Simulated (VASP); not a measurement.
## Si: single point with LDA

Si, a slab with vacuum:

```
CELL_PARAMETERS angstrom
3.81951 0.00000 0.00000
-1.90975 3.30779 0.00000
0.00000 0.00000 19.37729
ATOMIC_POSITIONS crystal
Si 0.33333 0.66667 0.20643
Si 0.00000 0.00000 0.24666
Si 0.00000 0.00000 0.37342
Si 0.66667 0.33333 0.40652
Si 0.66667 0.33333 0.52723
```

```json
{
  "Program": "VASP 6.6.1",
  "Task": "single point",
  "Functional": "LDA",
  "Potentials or basis": "VASP PAW LDA potentials, release 64 (Si)",
  "Cutoff": "520 eV",
  "k mesh": "9 × 9 × 1",
  "Occupations": "gaussian, width 0.05 eV",
  "Spin": "collinear spin",
  "Starting moments": "[0.0, 0.0, 0.0, 0.0, 2.0] μB",
  "Dipole correction": "yes",
  "Further INCAR settings": "ALGO = Normal; EDIFF = 1e-06; NBANDS = 22"
}
```

```
Largest force                                         : 0.739 eV/Å
Band gap on the k mesh                                : zero (filled and empty bands overlap)
Net moment                                            : 0.00 μB per cell
Valence electrons inside the program's atomic spheres : Si 1.66, 1.68, 1.70, 1.75, 1.52
```

Forces on the atoms (eV/Å):
```
Si   0.000  0.000  0.739
Si   0.000  0.000 -0.595
Si   0.000  0.000 -0.607
Si   0.000  0.000  0.457
Si   0.000  0.000  0.005
```

Levels at points of the mesh, in eV from the Fermi level:
Spin up:
| k point | band 7 | band 8 | band 9 | band 10 | band 11 | band 12 | band 13 | band 14 |
| --- | --- | --- | --- | --- | --- | --- | --- | --- |
| (0.00, 0.00, 0.00) | -1.11 | -0.28 | -0.28 | 0.43 | 1.66 | 2.52 | 2.52 | 2.76 |
Spin down:
```
           k point  band 7  band 8  band 9  band 10  band 11  band 12  band 13  band 14
(0.00, 0.00, 0.00)   -1.11   -0.28   -0.28     0.42     1.66     2.52     2.52     2.75
```

Wall time 6.2 min on 1 thread of Intel Xeon 8259CL (shared host), peak memory 0.33 GiB.
